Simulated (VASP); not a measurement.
Write the native input for VASP 6.6.1 that does the following.

```
Task                   : single point
Functional             : PBE
Potentials or basis    : VASP PAW PBE potentials, release 64 (Zn, S)
Cutoff                 : 520 eV
k mesh                 : 9 × 9 × 9
Occupations            : gaussian, width 0.013 eV
Spin                   : no spin polarisation
Dipole correction      : no
Further INCAR settings : ALGO = Normal; EDIFF = 1e-06; NBANDS = 16
```

The structure of ZnS lies in POSCAR:

```
ZnS
1.0
    0.0000000000      2.7020000000      2.7020000000
    2.7020000000      0.0000000000      2.7020000000
    2.7020000000      2.7020000000      0.0000000000
Zn S
1 1
Direct
    0.7500000000      0.7500000000      0.7500000000
    0.0000000000      0.0000000000      0.0000000000
```

The input as run:

INCAR

```
PREC = Accurate
ENCUT = 520
EDIFF = 1E-6
ISMEAR = 0
SIGMA = 0.013000000000000001
LREAL = False
LASPH = True
NELM = 80
ALGO = Normal
ISIF = 2
LWAVE = False
LCHARG = True
GGA = PE
LELF = True
LVHAR = True
NBANDS = 16
```

KPOINTS

```
regular mesh
0
Gamma
  9 9 9
```

Potentials or basis: VASP PAW PBE potentials, release 64 (Zn, S).

Run with:

```bash
$ cat potpaw_PBE.64/Zn/POTCAR potpaw_PBE.64/S/POTCAR > POTCAR
$ mpirun -np 1 vasp_std > vasp.out
```

Results of the run:

* Pressure: 1.8 GPa
* Band gap on the k mesh: 2.11 eV

It took 17 s on 1 thread of Intel Xeon 8259CL, with other jobs on the host, peak memory 0.16 GiB.
